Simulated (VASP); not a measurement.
LiNiTeO4: single point with LDA+U

The system is LiNiTeO4.

```
CELL_PARAMETERS angstrom
0.00000 5.79500 0.00000
6.41016 0.00000 0.00000
3.20508 2.89750 -3.94340
ATOMIC_POSITIONS crystal
Li 0.00000 0.00000 0.50000
Li 0.00000 0.50000 0.50000
Ni 0.00000 0.00000 0.00000
Ni 0.50000 0.00000 0.00000
Te 0.65382 0.40382 0.19236
Te 0.34618 0.59618 0.80764
O 0.25121 0.25745 0.48509
O 0.76369 0.25745 0.48509
O 0.74879 0.74255 0.51491
O 0.23631 0.74255 0.51491
O 0.25333 0.20030 0.99334
O 0.25333 0.80637 0.99334
O 0.74667 0.19363 0.00666
O 0.74667 0.79970 0.00666
```

```yaml
Program: VASP 6.6.1
Task: single point
Functional: LDA
Potentials_or_basis: VASP PAW LDA potentials, release 64 (Li_sv, Ni, Te, O)
Cutoff: 520 eV
k_mesh: 4 × 4 × 4
Occupations: fermi-dirac, width 0.05 eV
Spin: collinear spin, ferromagnetic start
Starting_moments: "[0.0, 0.0, 2.0, 2.0, 0.0, 0.0, 0.0, 0.0, 0.0, 0.0, 0.0, 0.0, 0.0, 0.0] μB"
Hubbard_terms: Ni d U = 4.29 eV, J = 0.48 eV
Dipole_correction: no
LDAUTYPE: 1
Hund's_J: 0.48
Further_INCAR_settings: ALGO = Normal; EDIFF = 1e-06; NBANDS = 60
```

| Quantity | Value |
| --- | --- |
| Largest force | 0.221 eV/Å |
| Band gap on the k mesh | zero (filled and empty bands overlap) |
| Net moment | 2.00 μB per cell |
| Site moments | Li +0.00; Ni +1.19; Te -0.03; O +0.01, -0.08 (each value once) μB |
| Valence electrons inside the program's atomic spheres | Li 2.09; Ni 9.32; Te 3.27; O 5.00, 4.98 (each value once) |

Forces in eV/Å, atoms in the order of the input:
```
Li   0.000  0.000  0.000
Li   0.000  0.000  0.000
Ni   0.000  0.000  0.000
Ni   0.000  0.000  0.000
Te   0.000  0.000  0.137
Te   0.000  0.000 -0.137
O    0.000 -0.071 -0.210
O    0.000  0.071 -0.210
O    0.000  0.071  0.210
O    0.000 -0.071  0.210
O   -0.212  0.000  0.015
O    0.212  0.000  0.015
O   -0.212  0.000 -0.015
O    0.212  0.000 -0.015
```

Levels at points of the mesh, in eV from the Fermi level:
Spin up:
| k point | band 40 | band 41 | band 42 | band 43 | band 44 | band 45 | band 46 | band 47 | band 48 | band 49 |
| --- | --- | --- | --- | --- | --- | --- | --- | --- | --- | --- |
| (0.00, 0.00, 0.00) | -1.39 | -1.32 | -1.07 | -0.77 | -0.65 | -0.47 | 0.55 | 1.83 | 3.37 | 3.47 |
| (0.50, 0.00, 0.00) | -1.66 | -1.17 | -0.97 | -0.49 | -0.44 | -0.30 | -0.10 | 3.21 | 4.07 | 4.56 |
| (0.00, 0.50, 0.00) | -1.73 | -1.66 | -0.81 | -0.78 | 0.01 | 0.45 | 1.39 | 2.23 | 3.29 | 4.06 |
| (0.50, 0.50, 0.00) | -1.77 | -1.61 | -1.61 | -0.37 | -0.37 | 1.09 | 1.09 | 3.68 | 3.68 | 4.32 |
| (0.00, 0.00, 0.50) | -1.90 | -1.46 | -1.43 | -0.69 | -0.16 | 0.53 | 1.01 | 3.22 | 3.73 | 4.52 |
Spin down:
| k point | band 40 | band 41 | band 42 | band 43 | band 44 | band 45 |
| --- | --- | --- | --- | --- | --- | --- |
| (0.00, 0.00, 0.00) | -1.19 | -1.17 | -1.12 | 1.12 | 1.69 | 2.41 |
| (0.50, 0.00, 0.00) | -1.42 | -0.49 | -0.37 | 1.68 | 1.71 | 1.97 |
| (0.00, 0.50, 0.00) | -1.19 | -0.74 | -0.14 | 1.98 | 2.09 | 2.20 |
| (0.50, 0.50, 0.00) | -1.36 | -0.86 | -0.86 | 2.22 | 2.22 | 2.28 |
| (0.00, 0.00, 0.50) | -1.07 | -1.02 | -0.31 | 0.49 | 1.70 | 2.44 |

Eigenvalues of the final occupation matrices:
```csv
site,spin,trace,eigenvalues
site 3 d,1,4.77,0.85 0.97 0.97 0.98 1.00
site 3 d,2,3.58,0.27 0.38 0.97 0.98 0.98
site 4 d,1,4.77,0.85 0.97 0.97 0.98 1.00
site 4 d,2,3.58,0.27 0.38 0.97 0.98 0.98
```

Wall time 13 min on 1 thread of Intel Xeon 8259CL (shared host), peak memory 0.39 GiB.

Caveat: spin-orbit coupling is left out, which moves the levels of the heavy elements. The state reached can hang on the start; a lower one may exist.
